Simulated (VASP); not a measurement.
# Ni (Fm-3m) in VASP: single point with r2SCAN

Aim: the single point of Ni with r2SCAN.

Everything below comes from runs of VASP 6.6.1. Logs are shortened: lines on timing, memory, paths and dates and some standing lists are left out, and cuts for length are marked.

**1. The cell of the first run**

Symmetry: Fm-3m, No. 225, cubic system. The conventional cell has a = 3.524 Å, b = 3.524 Å, c = 3.524 Å, α = 90.00°, β = 90.00°, γ = 90.00°. Ni (site symmetry m-3m) has 12 Ni at 2.49 Å within 3.3 Å.

**2. Single point, r2SCAN, collinear spin, ferromagnetic start (10.94 Å³/atom)**

File POSCAR:

```
Ni
1.0
    0.0000000000      1.7620986706      1.7620986706
    1.7620986706      0.0000000000      1.7620986706
    1.7620986706      1.7620986706      0.0000000000
Ni
1
Direct
    0.0000000000      0.0000000000      0.0000000000
```

File INCAR.step1:

```
PREC = Accurate
ENCUT = 520
ISMEAR = 0
SIGMA = 0.05
LREAL = False
LASPH = True
NELM = 150
ISPIN = 2
MAGMOM = 0.91
LMAXMIX = 4
NBANDS = 15
GGA = PE
ALGO = Normal
EDIFF = 1E-4
LWAVE = True
LCHARG = False
```

File INCAR.step2:

```
PREC = Accurate
ENCUT = 520
EDIFF = 1E-6
ISMEAR = 0
SIGMA = 0.05
LREAL = False
LASPH = True
NELM = 150
ALGO = Normal
ISIF = 2
LWAVE = False
LCHARG = True
ISPIN = 2
MAGMOM = 0.91
LORBIT = 11
LMAXMIX = 4
METAGGA = R2SCAN
LMIXTAU = True
LELF = True
LVHAR = True
NBANDS = 15
ISTART = 1
```

File KPOINTS:

```
regular mesh
0
Gamma
  22 22 22
```

Potentials or basis: VASP PAW PBE potentials, release 64 (Ni).

Command:

```console
> cat potpaw_PBE.64/Ni/POTCAR > POTCAR
> cp INCAR.step1 INCAR
> mpirun -np 1 vasp_std > vasp.out
> cp INCAR.step2 INCAR
> mpirun -np 1 vasp_std > vasp.out
```

OUTCAR:

```text
PREC = Accurate
   ENCUT = 520
   EDIFF = 1E-6
   ISMEAR = 0
   LREAL = False
   LASPH = True
   NELM = 150
   ISIF = 2
   ISPIN = 2
   LORBIT = 11
   METAGGA = R2SCAN
   ISTART = 1

 ion  position               nearest neighbor table
   1  0.000  0.000  0.000-

  LATTYP: Found a face centered cubic cell.
 ALAT       =     3.5241973412

  Lattice vectors:

 A1 = (   0.0000000000,   1.7620986706,   1.7620986706)
 A2 = (   1.7620986706,   0.0000000000,   1.7620986706)
 A3 = (   1.7620986706,   1.7620986706,   0.0000000000)

Analysis of symmetry for initial positions (statically):
=====================================================================
 Subroutine PRICEL returns:
 Original cell was already a primitive cell.

 Routine SETGRP: Setting up the symmetry group for a
 face centered cubic supercell.

 Subroutine GETGRP returns: Found 48 space group operations
 (whereof 48 operations were pure point group operations)
 out of a pool of 48 trial point group operations.

The static configuration has the point symmetry O_h .

Analysis of symmetry for dynamics (positions and initial velocities):
=====================================================================
 Subroutine PRICEL returns:
 Original cell was already a primitive cell.

 Routine SETGRP: Setting up the symmetry group for a
 face centered cubic supercell.

 Subroutine GETGRP returns: Found 48 space group operations
 (whereof 48 operations were pure point group operations)
 out of a pool of 48 trial point group operations.

The dynamic configuration has the point symmetry O_h .

Analysis of structural, dynamic, and magnetic symmetry:
=====================================================================
 Subroutine PRICEL returns:
 Original cell was already a primitive cell.

 Routine SETGRP: Setting up the symmetry group for a
 face centered cubic supercell.

 Subroutine GETGRP returns: Found 48 space group operations
 (whereof 48 operations were pure point group operations)
 out of a pool of 48 trial point group operations.

The overall configuration has the point symmetry O_h .

 Subroutine INISYM returns: Found 48 space group operations
 (whereof 48 operations are pure point group operations),
 and found     1 'primitive' translations

----------------------------------------------------------------------------------------

                                     Primitive cell

  volume of cell :      10.9426

  direct lattice vectors                    reciprocal lattice vectors
     0.000000000  1.762098671  1.762098671    -0.283752555  0.283752555  0.283752555
     1.762098671  0.000000000  1.762098671     0.283752555 -0.283752555  0.283752555
     1.762098671  1.762098671  0.000000000     0.283752555  0.283752555 -0.283752555

  length of vectors
     2.491983838  2.491983838  2.491983838     0.491473842  0.491473842  0.491473842

[... 122 lines left out ...]
  free energy    TOTEN  =       -11.93377657 eV

  energy without entropy =      -11.93221888  energy(sigma->0) =      -11.93299773

 E-fermi :   9.2667     XC(G=0): -14.3489

 val. band max:        9.2607577338   @ k =  -0.3182   0.2273   0.0909
 cond. band min:       9.2672529363   @ k =   0.5000   0.1818   0.0909
 fundamental gap:      0.0064952025
 Fermi energy:         9.2667216671

 spin component 1

 k-point     1 :       0.0000    0.0000    0.0000
  band No.  band energies     occupation
      1      -0.1274      1.00000
      2       6.2811      1.00000
      3       6.2811      1.00000
      4       6.2811      1.00000
      5       7.5690      1.00000
      6       7.5690      1.00000
      7      33.7287      0.00000
      8      37.8285      0.00000
      9      37.8285      0.00000
     10      37.8287      0.00000
     11      40.4228      0.00000
     12      40.4228      0.00000
     13      40.4228      0.00000
     14      43.8962      0.00000
[... 403 lines left out ...]
      4       7.7524      1.00000
      5       8.1089      1.00000
      6       9.1354      0.99990
      7      15.0991      0.00000
      8      31.6540      0.00000
      9      33.8432      0.00000
     10      34.4680      0.00000
     11      37.9391      0.00000
     12      38.6885      0.00000
     13      44.2903      0.00000
     14      51.8909      0.00000
     15      55.8391      0.00000

 [... further k-points ...]

 spin component 2

 k-point     1 :       0.0000    0.0000    0.0000
  band No.  band energies     occupation
      1      -0.3808      1.00000
      2       7.6628      1.00000
      3       7.6628      1.00000
      4       7.6628      1.00000
      5       8.3444      1.00000
      6       8.3444      1.00000
      7      33.4611      0.00000
      8      37.9453      0.00000
      9      37.9455      0.00000
     10      37.9455      0.00000
     11      40.7365      0.00000
     12      40.7365      0.00000
     13      40.7366      0.00000
     14      43.9895      0.00000
[... 403 lines left out ...]
      4       8.2825      1.00000
      5       9.3929      0.00018
      6       9.7552      0.00000
      7      15.7728      0.00000
      8      31.6020      0.00000
      9      34.0640      0.00000
     10      34.7320      0.00000
     11      38.1275      0.00000
     12      38.8625      0.00000
     13      44.6490      0.00000
     14      54.6863      0.00000
     15      56.2359      0.00000

 [... further k-points ...]

------------------------ aborting loop because EDIFF is reached ----------------------------------------

  FORCE on cell =-STRESS in cart. coord.  units (eV):
  Direction    XX          YY          ZZ          XY          YZ          ZX
  --------------------------------------------------------------------------------------
  -------------------------------------------------------------------------------------
  Total       -0.4964476     -0.4964476     -0.4964476      0.0000000      0.0000000     -0.0000000
  in kB      -72.6881021    -72.6881021    -72.6881021      0.0000000      0.0000000     -0.0000000
  external PRESSURE =     -72.6881021 kB  Pullay stress =       0.0000000 kB

 VOLUME and BASIS-vectors are now :
 -----------------------------------------------------------------------------
  energy-cutoff  :      520.00
  volume of cell :       10.94
      direct lattice vectors                 reciprocal lattice vectors
     0.000000000  1.762098671  1.762098671    -0.283752555  0.283752555  0.283752555
     1.762098671  0.000000000  1.762098671     0.283752555 -0.283752555  0.283752555
     1.762098671  1.762098671  0.000000000     0.283752555  0.283752555 -0.283752555

 POSITION                                       TOTAL-FORCE (eV/Angst)
 -----------------------------------------------------------------------------------
      0.00000      0.00000      0.00000        -0.000000      0.000000      0.000000
 -----------------------------------------------------------------------------------
    total drift:                                0.000000     -0.000000      0.000000

  FREE ENERGIE OF THE ION-ELECTRON SYSTEM (eV)
  ---------------------------------------------------
  free  energy   TOTEN  =       -11.9337765688 eV

  energy  without entropy=      -11.9322188812  energy(sigma->0) =      -11.93299773

 total charge

# of ion       s       p       d       tot
------------------------------------------
    1        0.512   0.515   8.307   9.334

 magnetization (x)

# of ion       s       p       d       tot
------------------------------------------
    1       -0.009  -0.041   0.829   0.778
```

OUTCAR.step1:

```text
PREC = Accurate
   ENCUT = 520
   ISMEAR = 0
   LREAL = False
   LASPH = True
   NELM = 150
[... 1099 lines left out ...]

 POSITION                                       TOTAL-FORCE (eV/Angst)
 -----------------------------------------------------------------------------------
      0.00000      0.00000      0.00000         0.000000      0.000000      0.000000
 -----------------------------------------------------------------------------------
    total drift:                                0.000000      0.000000      0.000000

  FREE ENERGIE OF THE ION-ELECTRON SYSTEM (eV)
  ---------------------------------------------------
  free  energy   TOTEN  =        -5.4715921786 eV

  energy  without entropy=       -5.4697432275  energy(sigma->0) =       -5.47066770
```

Run time: 3.5 min. Hardware: 1 thread of Intel Xeon 6975P-C (Granite Rapids), shared host; peak memory 0.19 GiB.

Results:

```yaml
Free_energy: -11.9338 eV
Pressure: -7.3 GPa
Net_moment: 0.75 μB per cell
Site_moments: Ni +0.78 μB
Valence_electrons_inside_the_program's_atomic_spheres: Ni 9.33
```

Levels at points of the mesh, in eV from the Fermi level:
Spin up:
```
           k point  band 1  band 2  band 3  band 4  band 5  band 6  band 7  band 8  band 9  band 10
(0.00, 0.00, 0.00)   -9.39   -2.99   -2.99   -2.99   -1.70   -1.70   24.46   28.56   28.56    28.56
(0.50, 0.00, 0.00)   -5.29   -2.90   -2.90   -1.12   -1.12   -0.42    5.55   22.91   25.50    25.50
(0.50, 0.50, 0.00)   -5.07   -4.73   -1.05   -1.05   -0.99    2.45    9.25   15.32   15.32    19.96
```
Spin down:
```
           k point  band 1  band 2  band 3  band 4  band 5  band 6  band 7  band 8  band 9
(0.00, 0.00, 0.00)   -9.65   -1.60   -1.60   -1.60   -0.92   -0.92   24.19   28.68   28.68
(0.50, 0.00, 0.00)   -4.59   -1.95   -1.95   -0.64    0.16    0.16    6.27   22.80   25.78
(0.50, 0.50, 0.00)   -4.63   -3.65   -0.18    0.54    0.54    2.19    9.61   15.38   15.38
```

Caveat: the cell stands under tension; the PAW data sets were made with another functional, which shifts forces and pressure a little.
